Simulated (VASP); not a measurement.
Write the native input for VASP 6.6.1 that does the following.

```
Task                   : single point
Functional             : PBE
Potentials or basis    : VASP PAW PBE potentials, release 64 (Pb_d, F)
Cutoff                 : 600 eV
k mesh                 : 8 × 8 × 8
Occupations            : fermi-dirac, width 0.05 eV
Spin                   : no spin polarisation
Dipole correction      : no
Further INCAR settings : ALGO = Normal; EDIFF = 1e-06; NBANDS = 21
```

The structure of PbF2 lies in POSCAR:

```
PbF2
1.0
    0.0000000000      2.9437690651      2.9437690651
    2.9437690651      0.0000000000      2.9437690651
    2.9437690651      2.9437690651      0.0000000000
Pb F
1 2
Direct
    0.0000000000      0.0000000000      0.0000000000
    0.7500000000      0.7500000000      0.7500000000
    0.2500000000      0.2500000000      0.2500000000
```

These files were run (other wordings do the same):

INCAR

```
SYSTEM = PbF2
ALGO = Normal
EDIFF = 1E-6
ENCUT = 600
GGA = PE
GGA_COMPAT = .FALSE.
ISIF = 2
ISMEAR = -1
LASPH = .TRUE.
LCHARG = .FALSE.
LREAL = .FALSE.
LWAVE = .FALSE.
NBANDS = 21
NELM = 120
PREC = Accurate
SIGMA = 0.05
```

KPOINTS

```
k-points
0
G
  8 8 8
  0 0 0
```

Potentials or basis: VASP PAW PBE potentials, release 64 (Pb_d, F).

Run with:

```bash
$ cat potpaw_PBE.64/Pb_d/POTCAR potpaw_PBE.64/F/POTCAR > POTCAR
$ mpirun -np 1 vasp_std > vasp.out
```

Results of the run:

- Pressure: 4.1 GPa
- Band gap on the k mesh: 4.41 eV (least direct gap 4.56 eV)

Caveat: the cell stands under pressure; spin-orbit coupling is left out, which moves the levels of the heavy elements.

It took 35 s on 1 thread of Intel(R) Xeon(R) Platinum 8375C CPU @ 2.90GHz (Ice Lake), with other jobs on the host, peak memory 0.22 GiB.
